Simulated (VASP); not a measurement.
The system is TePt3.

```
CELL_PARAMETERS angstrom
6.11954 0.00000 0.00000
-3.05977 5.29968 0.00000
0.00000 0.00000 4.91188
ATOMIC_POSITIONS crystal
Te 0.33333 0.66667 0.25000
Te 0.66667 0.33333 0.75000
Pt 0.83300 0.66600 0.25000
Pt 0.16700 0.83300 0.75000
Pt 0.33400 0.16700 0.25000
Pt 0.16700 0.33400 0.75000
Pt 0.83300 0.16700 0.25000
Pt 0.66600 0.83300 0.75000
```

- Program: VASP 6.6.1
- Task: relaxation of cell and atoms
- Functional: PBE
- Potentials or basis: VASP PAW PBE potentials, release 64 (Te, Pt)
- Cutoff: 600 eV
- k mesh: 3 × 3 × 4
- Occupations: gaussian, width 0.1 eV
- Spin: no spin polarisation

At the start: pressure -16.1 GPa; volume 19.91 Å³/atom.

Q: Where does the relaxation end?

A: Over 14 steps the energy falls by 166.8 meV/atom and the volume is 17.57 Å³/atom (-11.7 %); space group P6_3/mmc (No. 194, to 0.05 Å).

The path:
```
step  energy change (eV)  largest force (eV/Å)  pressure (GPa)  volume (Å³)
   1              0.0000                0.3260          -16.07       159.30
   2              1.7029                0.2507           49.35       117.54
   3             -1.1290                0.4312           -0.71       140.61
   4             -1.1313                0.4329            0.01       140.04
   5             -1.1315                0.4338            0.47       139.67
   6             -1.2269                0.1947            0.85       139.22
   7             -1.2747                0.1931            1.99       138.61
   8             -1.2791                0.1738           -3.37       143.14
   9             -1.2975                0.1805           -0.92       140.95
  10             -1.3222                0.1067           -0.42       140.62
  11             -1.3338                0.0159            0.64       140.09
  12             -1.3340                0.0046            0.48       140.17
  13             -1.3323                0.0458           -0.92       141.39
  14             -1.3348                0.0133            0.00       140.60
```

Final structure:
```xyz
8
Lattice="5.6518 0.0000 0.0000 -2.8259 4.8946 0.0000 0.0000 0.0000 5.0824" Properties=species:S:1:pos:R:3 pbc="T T T"
Te    0.0000    3.2630    1.2706
Te    2.8259    1.6315    3.8118
Pt    2.8259    3.2866    1.2706
Pt   -1.4333    4.0906    3.8118
Pt    1.3925    0.8040    1.2706
Pt    0.0000    1.6080    3.8118
Pt    4.2592    0.8040    1.2706
Pt    1.4333    4.0906    3.8118
```

Caveat: the k points lie up to 0.43 Å⁻¹ apart in the final cell.
